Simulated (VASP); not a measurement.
# TaSi2 (Pn-3m) in VASP: a series of runs, part 2 of 2

VASP 6.6.1. The steps go on from the part before.

### 3 Single point, r2SCAN

This run uses another cell than the first one, of 29.60 Å³/atom, 1.926 times its volume.

Contents of POSCAR:

```
TaSi2
1.0
    5.6212528425      0.0000000000      0.0000000000
    0.0000000000      5.6212528425      0.0000000000
    0.0000000000      0.0000000000      5.6212528425
Ta Si
2 4
Direct
    0.0000000000      0.0000000000      0.0000000000
    0.5000000000      0.5000000000      0.5000000000
    0.2500000000      0.2500000000      0.2500000000
    0.2500000000      0.7500000000      0.7500000000
    0.7500000000      0.7500000000      0.2500000000
    0.7500000000      0.2500000000      0.7500000000
```

Contents of INCAR.step1:

```
SYSTEM = TaSi2
PREC = Accurate ; ENCUT = 520
ISMEAR = 0 ; SIGMA = 0.1
LREAL = .FALSE. ; LASPH = .TRUE.
NELM = 60 ; NBANDS = 28
GGA = PE ; ALGO = Normal
EDIFF = 1E-4 ; LWAVE = .TRUE.
LCHARG = .FALSE.
```

Contents of INCAR.step2:

```
SYSTEM = TaSi2
PREC = Accurate ; ENCUT = 520
EDIFF = 1E-6 ; ISMEAR = 0
SIGMA = 0.1 ; LREAL = .FALSE.
LASPH = .TRUE. ; NELM = 60
ALGO = Normal ; ISIF = 2
LWAVE = .FALSE. ; LCHARG = .FALSE.
METAGGA = R2SCAN ; LMIXTAU = .TRUE.
NBANDS = 28 ; ISTART = 1
```

Contents of KPOINTS:

```
regular mesh
0
G
  4 4 4
  0 0 0
```

Potentials or basis: VASP PAW PBE potentials, release 64 (Ta_pv, Si).

Started as:

```
cat potpaw_PBE.64/Ta_pv/POTCAR potpaw_PBE.64/Si/POTCAR > POTCAR
cp INCAR.step1 INCAR
mpirun -np 1 vasp_std > vasp.out
cp INCAR.step2 INCAR
mpirun -np 1 vasp_std > vasp.out
```

OUTCAR:

```text
SYSTEM = TaSi2
   PREC = Accurate
   ENCUT = 520
   EDIFF = 1E-6
   ISMEAR = 0
   LREAL = .FALSE.
   LASPH = .TRUE.
   NELM = 60
   ISIF = 2
   METAGGA = R2SCAN
   ISTART = 1

 ion  position               nearest neighbor table
   1  0.000  0.000  0.000-   3 2.43   4 2.43   5 2.43   6 2.43
   2  0.500  0.500  0.500-   3 2.43   4 2.43   5 2.43   6 2.43
   3  0.250  0.250  0.250-   1 2.43   2 2.43
   4  0.250  0.750  0.750-   1 2.43   2 2.43
   5  0.750  0.750  0.250-   1 2.43   2 2.43
   6  0.750  0.250  0.750-   1 2.43   2 2.43

  LATTYP: Found a simple cubic cell.
 ALAT       =     5.6212528425

  Lattice vectors:

 A1 = (   5.6212528425,   0.0000000000,   0.0000000000)
 A2 = (   0.0000000000,   5.6212528425,   0.0000000000)
 A3 = (   0.0000000000,   0.0000000000,   5.6212528425)

Analysis of symmetry for initial positions (statically):
=====================================================================
 Subroutine PRICEL returns:
 Original cell was already a primitive cell.

 Routine SETGRP: Setting up the symmetry group for a
 simple cubic supercell.

 Subroutine GETGRP returns: Found 48 space group operations
 (whereof 24 operations were pure point group operations)
 out of a pool of 48 trial point group operations.

The static configuration has the point symmetry T_d .
 The point group associated with its full space group is O_h .

Analysis of symmetry for dynamics (positions and initial velocities):
=====================================================================
 Subroutine PRICEL returns:
 Original cell was already a primitive cell.

 Routine SETGRP: Setting up the symmetry group for a
 simple cubic supercell.

 Subroutine GETGRP returns: Found 48 space group operations
 (whereof 24 operations were pure point group operations)
 out of a pool of 48 trial point group operations.

The dynamic configuration has the point symmetry T_d .
 The point group associated with its full space group is O_h .

 Subroutine INISYM returns: Found 48 space group operations
 (whereof 24 operations are pure point group operations),
 and found     1 'primitive' translations

----------------------------------------------------------------------------------------

                                     Primitive cell

  volume of cell :     177.6231

  direct lattice vectors                    reciprocal lattice vectors
     5.621252842  0.000000000  0.000000000     0.177896285  0.000000000  0.000000000
     0.000000000  5.621252842  0.000000000     0.000000000  0.177896285  0.000000000
     0.000000000  0.000000000  5.621252842     0.000000000  0.000000000  0.177896285

  length of vectors
     5.621252842  5.621252842  5.621252842     0.177896285  0.177896285  0.177896285

  position of ions in fractional coordinates (direct lattice)
     0.000000000  0.000000000  0.000000000
     0.500000000  0.500000000  0.500000000
     0.250000000  0.250000000  0.250000000
     0.250000000  0.750000000  0.750000000
     0.750000000  0.750000000  0.250000000
     0.750000000  0.250000000  0.750000000

  ion indices of the primitive-cell ions
   primitive index   ion index
[... 33 lines left out ...]
 Following reciprocal coordinates:
            Coordinates               Weight
  0.000000  0.000000  0.000000      1.000000
  0.250000  0.000000  0.000000      6.000000
  0.500000  0.000000  0.000000      3.000000
  0.250000  0.250000  0.000000     12.000000
  0.500000  0.250000  0.000000     12.000000
  0.500000  0.500000  0.000000      3.000000
  0.250000  0.250000  0.250000      8.000000
  0.500000  0.250000  0.250000     12.000000
  0.500000  0.500000  0.250000      6.000000
  0.500000  0.500000  0.500000      1.000000
   k-points           NKPTS =     10   k-points in BZ     NKDIM =     10   number of bands    NBANDS=     28
   number of dos      NEDOS =    301   number of ions     NIONS =      6
   total plane-waves  NPLWV =  74088
   dimension x,y,z NGX =    42 NGY =   42 NGZ =   42
   dimension x,y,z NGXF=    84 NGYF=   84 NGZF=   84
   ions per type =               2   4
   NGX,Y,Z   is equivalent  to a cutoff of  12.42, 12.42, 12.42 a.u.
   NGXF,Y,Z  is equivalent  to a cutoff of  24.84, 24.84, 24.84 a.u.
 SYSTEM =  TaSi2
   PREC   = accura    normal or accurate (medium, high low for compatibility)
   ISTART =      1    job   : 0-new  1-cont  2-samecut
   ICHARG =      0    charge: 1-file 2-atom 10-const
   ISPIN  =      1    spin polarized calculation?
   LNONCOLLINEAR =      F non collinear calculations
   LSORBIT =      F    spin-orbit coupling
   LASPH  =      T    aspherical Exc in radial PAW
   ENCUT  =  520.0 eV  38.22 Ry    6.18 a.u.  10.45 10.45 10.45*2*pi/ulx,y,z
   NELM   =     60;   NELMIN=  2; NELMDL=  0     # of ELM steps
   EDIFF  = 0.1E-05   stopping-criterion for ELM
   LREAL  =      F    real-space projection
   EDIFFG = 0.1E-04   stopping-criterion for IOM
   NSW    =      0    number of steps for IOM
   IBRION =     -1    ionic relax: 0-MD 1-quasi-New 2-CG
   NFREE  =      0    steps in history (QN), initial steepest desc. (CG)
   ISIF   =      2    stress and relaxation
   ISYM   =      2    0-nonsym 1-usesym 2-fastsym
   POTIM  = 0.5000    time-step for ionic-motion
   TEBEG  =    0.0;   TEEND  =   0.0 temperature during run
   PSTRESS=    0.0 pullay stress
   NELECT =      38.0000    total number of electrons
   NUPDOWN=      -1.0000    fix difference up-down
   EMIN   =  10.00;   EMAX   =-10.00  energy-range for DOS
   EFERMI =   0.00;   METHOD = LEGACY
   ISMEAR =     0;   SIGMA  =   0.10  broadening in eV -4-tet -1-fermi 0-gaus
   EFERMI_NEDOS =   21; number of points for ismear=-14 and -15
   IALGO  =     38    algorithm
   IMIX   =      4    mixing-type and parameters
     AMIX     =   0.40;   BMIX     =  1.00
     AMIX_MAG =   1.60;   BMIX_MAG =  1.00
  volume/ion in A,a.u.               =      29.60       199.78
  Fermi-wavevector in a.u.,A,eV,Ry     =   0.979121  1.850270 13.043598  0.958677
  Thomas-Fermi vector in A             =   2.109949
   LORBIT       =      0    0 simple, 1 ext, 2 COOP (PROOUT), +10 PAW based schemes
   METAGGA = R2SCAN    functional components
   LHFCALC =     F    Hartree Fock is set to
   AEXX    =    0.0000 exact exchange contribution
   IVDW    =     0    specifies the selected vdW correction
   LEPSILON=     F    determine dielectric tensor
   LRPA    =     F    only Hartree local field effects (RPA)
 non-spin polarized calculation
 Gauss-broadening in eV      SIGMA  =   0.10
  energy-cutoff  :      520.00
  volume of cell :      177.62
 maximum number of plane-waves:      4801
 NGX is ok and might be reduce to    42
   NGX = 21   NGY = 21   NGZ = 21

 number of electron      37.9999998 magnetization

 Free energy of the ion-electron system (eV)
  ---------------------------------------------------
  ext. energy  EPLUGINS =         0.00000000
  ---------------------------------------------------
  free energy    TOTEN  =      -123.22426633 eV

  energy without entropy =     -123.19230244  energy(sigma->0) =     -123.20828439

 E-fermi :   2.0933     XC(G=0):  -9.0357

 val. band max:        2.0258853548   @ k =   0.2500   0.2500   0.0000
 cond. band min:       2.0970180053   @ k =   0.2500   0.2500   0.0000
 fundamental gap:      0.0711326506
 Fermi energy:         2.0933008336

 k-point     1 :       0.0000    0.0000    0.0000
  band No.  band energies     occupation
      1     -33.0788      2.00000
      2     -33.0788      2.00000
      3     -33.0788      2.00000
      4     -33.0733      2.00000
      5     -33.0733      2.00000
      6     -33.0733      2.00000
[... 299 lines left out ...]
     27       4.7345      0.00000
     28       8.6283      0.00000

------------------------ aborting loop because EDIFF is reached ----------------------------------------

  FORCE on cell =-STRESS in cart. coord.  units (eV):
  Direction    XX          YY          ZZ          XY          YZ          ZX
  --------------------------------------------------------------------------------------
  -------------------------------------------------------------------------------------
  Total        0.2854738      0.2854738      0.2854738     -0.0000000      0.0000000     -0.0000000
  in kB        2.5750013      2.5750013      2.5750013     -0.0000000      0.0000000     -0.0000000
  external PRESSURE =       2.5750013 kB  Pullay stress =       0.0000000 kB

 VOLUME and BASIS-vectors are now :
 -----------------------------------------------------------------------------
  energy-cutoff  :      520.00
  volume of cell :      177.62
      direct lattice vectors                 reciprocal lattice vectors
     5.621252842  0.000000000  0.000000000     0.177896285  0.000000000  0.000000000
     0.000000000  5.621252842  0.000000000     0.000000000  0.177896285  0.000000000
     0.000000000  0.000000000  5.621252842     0.000000000  0.000000000  0.177896285

 POSITION                                       TOTAL-FORCE (eV/Angst)
 -----------------------------------------------------------------------------------
      0.00000      0.00000      0.00000        -0.000000      0.000000     -0.000000
      2.81063      2.81063      2.81063         0.000000      0.000000      0.000000
      1.40531      1.40531      1.40531        -0.000000      0.000000      0.000000
      1.40531      4.21594      4.21594         0.000000      0.000000     -0.000000
      4.21594      4.21594      1.40531         0.000000     -0.000000     -0.000000
      4.21594      1.40531      4.21594        -0.000000     -0.000000      0.000000
 -----------------------------------------------------------------------------------
    total drift:                                0.000000     -0.000000     -0.000000

  FREE ENERGIE OF THE ION-ELECTRON SYSTEM (eV)
  ---------------------------------------------------
  free  energy   TOTEN  =      -123.2242663324 eV

  energy  without entropy=     -123.1923024411  energy(sigma->0) =     -123.20828439
```

It took 2.6 min on 1 thread of AMD EPYC 9R45 (Zen 5), shared host; peak memory 0.26 GiB.

What came out:

* Free energy: -123.2243 eV
* Pressure: 0.3 GPa
* Band gap on the k mesh: zero (band 19 reaches 2.71 eV, above the bottom of band 20 at 1.96 eV)

Levels at points of the mesh, in eV from the Fermi level:
```
           k point  band 17  band 18  band 19  band 20  band 21  band 22
(0.00, 0.00, 0.00)     0.50     0.50     0.62     0.62     0.62     1.30
(0.50, 0.00, 0.00)    -1.36    -1.36     0.19     0.19     0.91     0.91
(0.50, 0.50, 0.00)    -1.32    -1.32    -0.13    -0.13     0.60     0.60
(0.50, 0.50, 0.50)    -1.33    -0.48    -0.48     0.65     0.65     1.74
```

Caveat: the PAW data sets were made with another functional, which shifts forces and pressure a little; spin-orbit coupling is left out, which moves the levels of the heavy elements.
